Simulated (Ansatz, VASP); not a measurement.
**Two plane-wave programs on Ti2C**

```xyz
3
Lattice="1.5407 0.8895 4.8138 -1.5407 0.8895 4.8138 0.0000 -1.7790 4.8138" Properties=species:S:1:pos:R:3 pbc="T T T"
Ti    0.0000    0.0000    3.5453
Ti    0.0000    0.0000   10.8960
C     0.0000    0.0000    7.2207
```

Alike in both runs: task single point; functional r2SCAN; k mesh 6 × 6 × 6; occupations gaussian, width 0.1 eV; no spin polarisation.

```csv
,VASP,Ansatz
version,VASP 6.6.1,Ansatz 0.2.0
potentials or method,"VASP PAW PBE potentials, release 64 (Ti_sv, C), cutoff 520 eV","scalar-relativistic, plane waves, PAW"
valence electrons in the cell,28,28
```

VASP gave:

| Item | Value |
| --- | --- |
| gap on the k mesh at the Fermi level (eV) | none |
| pressure (GPa) | 0.4 |
| traceless stress, the component that is largest in VASP (GPa) | 0.57 |
| rms of the force components (eV/Å) | 0.004 |

**Question.** Which values does Ansatz return?

**Answer.** gap on the k mesh at the Fermi level (eV): none; pressure (GPa): -0.3; traceless stress, the component that is largest in VASP (GPa): 0.59; rms of the force components (eV/Å): 0.044.

VASP's potentials were made for PBE, not for r2SCAN. Atom by atom the forces differ by 0.040 eV/Å (rms over components). A gap of «none» marks a metal or a gap that the smearing closes.

The k mesh is coarse, so the values compare programs but aren't converged.
